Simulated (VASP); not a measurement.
Input of a VASP 6.6.1 run:

POSCAR

```
BaO
1.0
    0.0000000000      2.7719426840      2.7719426840
    2.7719426840      0.0000000000      2.7719426840
    2.7719426840      2.7719426840      0.0000000000
Ba O
1 1
Direct
    0.0000000000      0.0000000000      0.0000000000
    0.5000000000      0.5000000000      0.5000000000
```

Contents of INCAR.step1:

```
  PREC = Accurate
  ENCUT = 500
  EDIFF = 1E-8
  ISMEAR = 0
  SIGMA = 0.01
  LREAL = False
  LASPH = True
  NELM = 60
  ALGO = Normal
  LWAVE = True
  LCHARG = False
```

INCAR.step2

```
  PREC = Accurate
  ENCUT = 500
  EDIFF = 1E-8
  ISMEAR = 0
  SIGMA = 0.01
  LREAL = False
  LASPH = True
  NELM = 1
  ALGO = Exact
  LWAVE = True
  LCHARG = False
  NBANDS = 38
  LOPTICS = True
  ISTART = 1
```

Contents of INCAR.step3:

```
  PREC = Accurate
  ENCUT = 500
  EDIFF = 1E-8
  ISMEAR = 0
  SIGMA = 0.01
  LREAL = False
  LASPH = True
  ALGO = EVGW0
  LWAVE = False
  LCHARG = False
  NELMGW = 1
  NBANDS = 38
  ENCUTGW = 60
  NOMEGA = 48
  PRECFOCK = Fast
  ISTART = 1
  NBANDSGW = 16
```

The input KPOINTS:

```
Automatic mesh
0
Gamma
  4 4 4
```

Potentials or basis: VASP PAW LDA potentials, release 64 (Ba_sv_GW, O_GW).

Command:

```sh
$ cat potpaw_LDA.64/Ba_sv_GW/POTCAR potpaw_LDA.64/O_GW/POTCAR > POTCAR
$ cp INCAR.step1 INCAR
$ mpirun -np 1 vasp_std > vasp.out
$ cp INCAR.step2 INCAR
$ mpirun -np 1 vasp_std > vasp.out
$ cp INCAR.step3 INCAR
$ mpirun -np 1 vasp_std > vasp.out
```

Q: Predict the quasiparticle gap.

A: 3.22 eV.

Q: Estimate the least direct quasiparticle gap.

A: 3.22 eV.

Q: Predict the least direct gap of the starting levels on the mesh.

A: 1.90 eV.

Caveat: the k points lie up to 0.49 Å⁻¹ apart; bands, screening cutoff and mesh are small and nothing is extrapolated, so the quasiparticle values aren't converged; spin-orbit coupling is left out, which moves the levels of the heavy elements.
